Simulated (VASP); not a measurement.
Write the native input for VASP 6.6.1 that does the following.

```
Task                   : single point
Functional             : PBEsol
Potentials or basis    : VASP PAW PBE potentials, release 64 (In_d, P)
Cutoff                 : 520 eV
k mesh                 : 14 × 14 × 14
Occupations            : gaussian, width 0.05 eV
Spin                   : no spin polarisation
Dipole correction      : no
Further INCAR settings : ALGO = Normal; EDIFF = 1e-06; NBANDS = 16
```

The structure of InP lies in POSCAR:

```
InP
1.0
    0.0000000000      2.9344727061      2.9344727061
    2.9344727061      0.0000000000      2.9344727061
    2.9344727061      2.9344727061      0.0000000000
In P
1 1
Direct
    0.0000000000      0.0000000000      0.0000000000
    0.2500000000      0.2500000000      0.2500000000
```

The input as run:

INCAR

```
SYSTEM = InP
PREC = Accurate
ENCUT = 520
EDIFF = 1E-6
ISMEAR = 0
SIGMA = 0.05
LREAL = .False.
LASPH = .True.
NELM = 60
ALGO = Normal
ISIF = 2
LWAVE = .False.
LCHARG = .False.
GGA = PS
NBANDS = 16
```

KPOINTS

```
Automatic mesh
0
Gamma
  14 14 14
  0 0 0
```

Potentials or basis: VASP PAW PBE potentials, release 64 (In_d, P).

Launch:

```sh
$ cat potpaw_PBE.64/In_d/POTCAR potpaw_PBE.64/P/POTCAR > POTCAR
$ mpirun -np 1 vasp_std > vasp.out
```

It gave:

```json
{
 "Pressure": "0.3 GPa",
 "Band gap on the k mesh": "0.59 eV, direct"
}
```

Caveat: the PAW data sets were made with another functional, which shifts forces and pressure a little; spin-orbit coupling is left out, which moves the levels of the heavy elements.

Run time: 50 s on 1 thread of Intel Xeon 6975P-C, with other jobs on the host, peak memory 0.23 GiB.
